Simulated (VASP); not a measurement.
# Ag (I4/mmm) in VASP: a series of runs, part 2 of 2

VASP 6.6.1. Earlier steps stand in the parts before.

### 3 Single point, PBEsol (strain -0.1125 x Voigt [1, 1, 0, 0, 0, 0])

INCAR reads:

```
SYSTEM = Ag
PREC = Accurate ; ENCUT = 520
EDIFF = 1E-6 ; ISMEAR = 0
SIGMA = 0.15 ; LREAL = .False.
LASPH = .True. ; NELM = 60
ALGO = Fast ; ISIF = 2
LWAVE = .False. ; LCHARG = .True.
GGA = PS ; LELF = .True.
LVHAR = .True. ; NBANDS = 12
```

KPOINTS reads:

```
Automatic mesh
0
Gamma
  20 20 20
  0 0 0
```

POSCAR reads:

```
Ag
1.0
    0.0000000000      1.8132512500      2.0431000000
    1.8132512500      0.0000000000      2.0431000000
    1.8132512500      1.8132512500      0.0000000000
Ag
1
Direct
    0.0000000000      0.0000000000      0.0000000000
```

Potentials or basis: VASP PAW PBE potentials, release 64 (Ag).

Launch:

```
> cat potpaw_PBE.64/Ag/POTCAR > POTCAR
> mpirun -np 1 vasp_std > vasp.out
```

OUTCAR:

```text
SYSTEM = Ag
   PREC = Accurate
   ENCUT = 520
   EDIFF = 1E-6
   ISMEAR = 0
   LREAL = .False.
   LASPH = .True.
   NELM = 60
   ISIF = 2
   GGA = PS

 ion  position               nearest neighbor table
   1  0.000  0.000  0.000-

  LATTYP: Found a body centered tetragonal cell.
 ALAT       =     2.5643245097
 C/A-ratio  =     1.5934800703

  Lattice vectors:

 A1 = (  -1.8132512500,   0.0000000000,   2.0431000000)
 A2 = (   1.8132512500,   0.0000000000,   2.0431000000)
 A3 = (   0.0000000000,   1.8132512500,  -2.0431000000)
[... 540 lines left out ...]

 [... further k-points ...]

------------------------ aborting loop because EDIFF is reached ----------------------------------------

  FORCE on cell =-STRESS in cart. coord.  units (eV):
  Direction    XX          YY          ZZ          XY          YZ          ZX
  --------------------------------------------------------------------------------------
  -------------------------------------------------------------------------------------
  Total        4.3892773      4.3892773      3.1503899      0.0000000      0.0000000      0.0000000
  in kB      523.4413312    523.4413312    375.6983587      0.0000000      0.0000000      0.0000000
  external PRESSURE =     474.1936737 kB  Pullay stress =       0.0000000 kB

 VOLUME and BASIS-vectors are now :
 -----------------------------------------------------------------------------
  energy-cutoff  :      520.00
  volume of cell :       13.43
      direct lattice vectors                 reciprocal lattice vectors
     0.000000000  1.813251250  2.043100000    -0.275747776  0.275747776  0.244726151
     1.813251250  0.000000000  2.043100000     0.275747776 -0.275747776  0.244726151
     1.813251250  1.813251250  0.000000000     0.275747776  0.275747776 -0.244726151

 POSITION                                       TOTAL-FORCE (eV/Angst)
 -----------------------------------------------------------------------------------
      0.00000      0.00000      0.00000         0.000000      0.000000      0.000000
 -----------------------------------------------------------------------------------
    total drift:                                0.000000      0.000000      0.000000

  FREE ENERGIE OF THE ION-ELECTRON SYSTEM (eV)
  ---------------------------------------------------
  free  energy   TOTEN  =        -2.9010244760 eV

  energy  without entropy=       -2.8989352626  energy(sigma->0) =       -2.89997987
```

Wall time 73 s (1 thread of Intel Xeon 8259CL, shared host); peak memory 0.21 GiB.

Results:

```
Free energy            : -2.9010 eV
Pressure               : 47.4 GPa
Band gap on the k mesh : zero (an odd number of electrons rules out a gap without spin polarisation)
```

Stress tensor (GPa, compression positive):
```
52.34  0.00  0.00
 0.00 52.34  0.00
 0.00  0.00 37.57
```

Caveat: the cell differs from its parent crystal (strain -0.1125 x Voigt [1, 1, 0, 0, 0, 0]); the stress differs along the axes, from 38 to 52 GPa; the PAW data sets were made with another functional, which shifts forces and pressure a little.

### 4 Single point, PBEsol (strain +0.1125 x Voigt [1, 1, 0, 0, 0, 0])

INCAR reads:

```
PREC = Accurate ; ENCUT = 520
EDIFF = 1E-6 ; ISMEAR = 0
SIGMA = 0.15 ; LREAL = False
LASPH = True ; NELM = 100
ALGO = Fast ; ISIF = 2
LWAVE = False ; LCHARG = False
GGA = PS ; NBANDS = 12
```

KPOINTS reads:

```
Automatic mesh
0
Gamma
  20 20 20
```

POSCAR reads:

```
Ag
1.0
    0.0000000000      2.2729487500      2.0431000000
    2.2729487500      0.0000000000      2.0431000000
    2.2729487500      2.2729487500      0.0000000000
Ag
1
Direct
    0.0000000000      0.0000000000      0.0000000000
```

Launch:

```
> cat potpaw_PBE.64/Ag/POTCAR > POTCAR
> mpirun -np 1 vasp_std > vasp.out
```

Run time: 77 s. Hardware: 1 thread of Intel Xeon 8259CL, shared host; peak memory 0.27 GiB.

Results (log left out):

```yaml
Free_energy: -3.0465 eV
Pressure: -14.0 GPa
Band_gap_on_the_k_mesh: zero (an odd number of electrons rules out a gap without spin polarisation)
```

Stress tensor (GPa, compression positive):
```
-14.36   0.00   0.00
  0.00 -14.36   0.00
  0.00   0.00 -13.36
```

Levels at points of the mesh, in eV from the Fermi level:
```
           k point  band 3  band 4  band 5  band 6  band 7  band 8  band 9  band 10
(0.00, 0.00, 0.00)   -4.24   -3.81   -3.65   -3.21   15.53   17.55   17.55    18.16
(0.50, 0.00, 0.00)   -3.89   -2.97   -2.74    0.11    2.59   13.98   14.54    17.62
(0.50, 0.50, 0.00)   -2.87   -2.69   -2.69    2.86    6.79    8.45    8.45    13.46
(0.50, 0.00, 0.50)   -2.91   -2.88   -2.59    1.26    4.49   10.18   10.26    15.40
```

Caveat: the cell differs from its parent crystal (strain +0.1125 x Voigt [1, 1, 0, 0, 0, 0]); the cell stands under tension; the PAW data sets were made with another functional, which shifts forces and pressure a little.

### 5 Single point, PBEsol (strain +0.1312 x Voigt [1, 1, 0, 0, 0, 0])

INCAR reads:

```
PREC = Accurate
ENCUT = 520
EDIFF = 1E-6
ISMEAR = 0
SIGMA = 0.15
LREAL = F
LASPH = T
NELM = 80
ALGO = Fast
ISIF = 2
LWAVE = F
LCHARG = F
GGA = PS
NBANDS = 12
```

KPOINTS is that of step 4.

POSCAR reads:

```
Ag
1.0
    0.0000000000      2.3111547200      2.0431000000
    2.3111547200      0.0000000000      2.0431000000
    2.3111547200      2.3111547200      0.0000000000
Ag
1
Direct
    0.0000000000      0.0000000000      0.0000000000
```

Launch:

```
> cat potpaw_PBE.64/Ag/POTCAR > POTCAR
> mpirun -np 1 vasp_std > vasp.out
```

Wall time 77 s (1 thread of Intel Xeon 8259CL, shared host); peak memory 0.28 GiB.

The run converged. Its results:

```
Free energy            : -2.9815 eV
Pressure               : -14.5 GPa
Band gap on the k mesh : zero (an odd number of electrons rules out a gap without spin polarisation)
```

Stress tensor (GPa, compression positive):
```
-14.78   0.00   0.00
  0.00 -14.78   0.00
  0.00   0.00 -13.94
```

Levels at points of the mesh, in eV from the Fermi level:
| k point | band 2 | band 3 | band 4 | band 5 | band 6 | band 7 | band 8 | band 9 | band 10 | band 11 |
| --- | --- | --- | --- | --- | --- | --- | --- | --- | --- | --- |
| (0.00, 0.00, 0.00) | -4.17 | -4.17 | -3.70 | -3.64 | -3.17 | 15.45 | 17.26 | 17.26 | 17.87 | 21.25 |
| (0.50, 0.00, 0.00) | -4.28 | -3.78 | -2.98 | -2.73 | 0.19 | 2.46 | 13.70 | 14.06 | 17.67 | 18.52 |
| (0.50, 0.50, 0.00) | -5.00 | -2.86 | -2.70 | -2.70 | 3.04 | 6.79 | 8.15 | 8.15 | 12.93 | 13.35 |
| (0.50, 0.00, 0.50) | -4.98 | -2.92 | -2.90 | -2.59 | 1.23 | 4.19 | 10.10 | 10.22 | 15.16 | 15.20 |

Caveat: the cell differs from its parent crystal (strain +0.1312 x Voigt [1, 1, 0, 0, 0, 0]); the cell stands under tension; the PAW data sets were made with another functional, which shifts forces and pressure a little.

### 6 The runs side by side

| cell | further INCAR settings | gap on the mesh (eV) | pressure (GPa) |
| --- | --- | --- | --- |
| a = 3.000, b = 3.000, c = 3.106 Å, angles 58.8, 58.8, 62.4°, 1 atom | ALGO = Fast; EDIFF = 1e-07; NBANDS = 12 | none | -12.3 |
| a = 2.732, b = 2.732, c = 2.564 Å, angles 62.0, 62.0, 56.0°, 1 atom | ALGO = Fast; EDIFF = 1e-06; NBANDS = 12 | none | 47.4 |
| a = 3.056, b = 3.056, c = 3.214 Å, angles 58.3, 58.3, 63.5°, 1 atom | ALGO = Fast; EDIFF = 1e-06; NBANDS = 12 | none | -14.0 |
| a = 3.085, b = 3.085, c = 3.268 Å, angles 58.0, 58.0, 64.0°, 1 atom | ALGO = Fast; EDIFF = 1e-06; NBANDS = 12 | none | -14.5 |

Alike in all rows: task single point; level PBEsol; potentials or basis VASP PAW PBE potentials, release 64 (Ag); no spin polarisation; k mesh 20 × 20 × 20; cutoff (eV) 520; smearing gaussian 0.15 eV.

Caveats: the PAW data sets were made with another functional, which shifts forces and pressure a little; the cell stands under tension (at least some runs); the stress differs along the axes, from 38 to 52 GPa (at least some runs).

Total energies depend on the potentials used, so only differences within one code and one set of settings carry meaning.
